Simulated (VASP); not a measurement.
CaCr, 2 atoms in the cell. The typed cell holds 2 atoms: a = 3.034 Å, b = 2.888 Å, c = 4.531 Å, α = 90.33°, β = 90.34°, γ = 119.17°. 

| Item | Value |
| --- | --- |
| Program | VASP 6.6.1 |
| Task | single point |
| Functional | PBE |
| Potentials or basis | VASP PAW PBE potentials, release 64 (Cr_pv, Ca_sv) |
| Cutoff | 500 eV |
| k mesh | 3 × 3 × 2, shifted |
| Occupations | fermi-dirac, width 0.15 eV |
| Spin | no spin polarisation |
| Dipole correction | no |
| Further INCAR settings | ALGO = Normal; EDIFF = 1e-06; NBANDS = 18 |

Potentials or basis: VASP PAW PBE potentials, release 64 (Cr_pv, Ca_sv).

Command:

```sh
$ cat potpaw_PBE.64/Cr_pv/POTCAR potpaw_PBE.64/Ca_sv/POTCAR > POTCAR
$ mpirun -np 1 vasp_std > vasp.out
```

Hardware: 1 thread of AMD EPYC 9R45 96-Core Processor (Zen 5) (shared host).

Task: How long does it take, and how much memory?

Result: Wall time 8.3 s on 1 thread of AMD EPYC 9R45 96-Core Processor (Zen 5) (shared host), peak memory 0.12 GiB. Counts: scf iterations 15, k points 9.
